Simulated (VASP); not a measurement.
A run of VASP 6.6.1:

File INCAR:

```
  PREC = Accurate
  ENCUT = 520
  EDIFF = 1E-6
  ISMEAR = -1
  SIGMA = 0.1
  LREAL = False
  LASPH = True
  NELM = 60
  ALGO = Normal
  ISIF = 2
  LWAVE = False
  LCHARG = True
  GGA = RE
  LELF = True
  LVHAR = True
  NBANDS = 8
```

The input KPOINTS:

```
Automatic mesh
0
Gamma
  13 13 13
```

POSCAR

```
Li
1.0
   -1.7417720827      1.7417720827      1.7417720827
    1.7417720827     -1.7417720827      1.7417720827
    1.7417720827      1.7417720827     -1.7417720827
Li
1
Direct
    0.0000000000      0.0000000000      0.0000000000
```

Potentials or basis: VASP PAW PBE potentials, release 64 (Li_sv).

Run with:

```sh
$ cat potpaw_PBE.64/Li_sv/POTCAR > POTCAR
$ mpirun -np 1 vasp_std > vasp.out
```

Hardware: 1 thread of Intel(R) Xeon(R) 6975P-C (Granite Rapids), on a shared host.

Problem. Estimate the wall time of this run.

Solution. Wall time 3.4 s on 1 thread of Intel(R) Xeon(R) 6975P-C (Granite Rapids) (shared host), peak memory 0.13 GiB. Counts: scf iterations 10, k points 84.
